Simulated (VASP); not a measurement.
Here is a VASP 6.6.1 calculation.

File INCAR:

```
PREC = Accurate ; ENCUT = 520
EDIFF = 1E-6 ; ISMEAR = 0
SIGMA = 0.1 ; LREAL = F
LASPH = T ; NELM = 100
ALGO = Fast ; ISIF = 2
LWAVE = F ; LCHARG = F
GGA = PE ; NBANDS = 46
```

The input KPOINTS:

```
regular mesh
0
Gamma
  6 6 8
```

The input POSCAR:

```
Al2Cu
1.0
    6.1735364455      0.0000000000      0.0000000000
    0.0000000000      6.1735364455      0.0000000000
    0.0000000000      0.0000000000      4.8305848003
Al Cu
8 4
Direct
    0.1572314959      0.3427685041      0.0000000000
    0.1572314959      0.6572314959      0.5000000000
    0.8427685041      0.3427685041      0.5000000000
    0.8427685041      0.6572314959      0.0000000000
    0.6572314959      0.8427685041      0.5000000000
    0.6572314959      0.1572314959      0.0000000000
    0.3427685041      0.8427685041      0.0000000000
    0.3427685041      0.1572314959      0.5000000000
    0.0000000000      0.0000000000      0.7500000000
    0.0000000000      0.0000000000      0.2500000000
    0.5000000000      0.5000000000      0.2500000000
    0.5000000000      0.5000000000      0.7500000000
```

Potentials or basis: VASP PAW PBE potentials, release 64 (Al, Cu).

The run is started by

```console
$ cat potpaw_PBE.64/Al/POTCAR potpaw_PBE.64/Cu/POTCAR > POTCAR
$ mpirun -np 1 vasp_std > vasp.out
```

(1) What does it give for the pressure?

(2) What does it give for the band gap on the k mesh?

(3) What does it give for the largest force?

## Answers

(1) -2.4 GPa.

(2) zero (bands 34 and 35 overlap by 1.80 eV).

(3) 0.003 eV/Å.

Caveat: the cell differs from its parent crystal (biaxial strain in the a-b plane: +2.0 %, then relaxed in part).
